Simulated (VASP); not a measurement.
A run of VASP 6.6.1 is set up as follows.

Contents of INCAR:

```
PREC = Accurate
ENCUT = 520
EDIFF = 1E-6
ISMEAR = 0
SIGMA = 0.02
LREAL = F
LASPH = T
NELM = 60
ALGO = Normal
ISIF = 2
LWAVE = F
LCHARG = F
GGA = CA
NBANDS = 29
```

KPOINTS

```
Automatic mesh
0
Gamma
  6 6 6
```

The input POSCAR:

```
CsCdCl3
1.0
    5.3166595670      0.0000000000      0.0000000000
    0.0000000000      5.3166595670      0.0000000000
    0.0000000000      0.0000000000      4.9894805167
Cs Cd Cl
1 1 3
Direct
    0.0000000000      0.0000000000      0.0000000000
    0.5000000000      0.5000000000      0.5000000000
    0.0000000000      0.5000000000      0.5000000000
    0.5000000000      0.0000000000      0.5000000000
    0.5000000000      0.5000000000      0.0000000000
```

Potentials or basis: VASP PAW LDA potentials, release 64 (Cs_sv, Cd, Cl).

Run with:

```bash
$ cat potpaw_LDA.64/Cs_sv/POTCAR potpaw_LDA.64/Cd/POTCAR potpaw_LDA.64/Cl/POTCAR > POTCAR
$ mpirun -np 1 vasp_std > vasp.out
```

(1) What does it give for the band gap on the k mesh?

(2) What does it give for the pressure?

Results:

(1) 1.44 eV (least direct gap 2.12 eV).

(2) -1.5 GPa.

Caveat: the cell differs from its parent crystal (biaxial strain in the a-b plane: +4.0 %); spin-orbit coupling is left out, which moves the levels of the heavy elements.
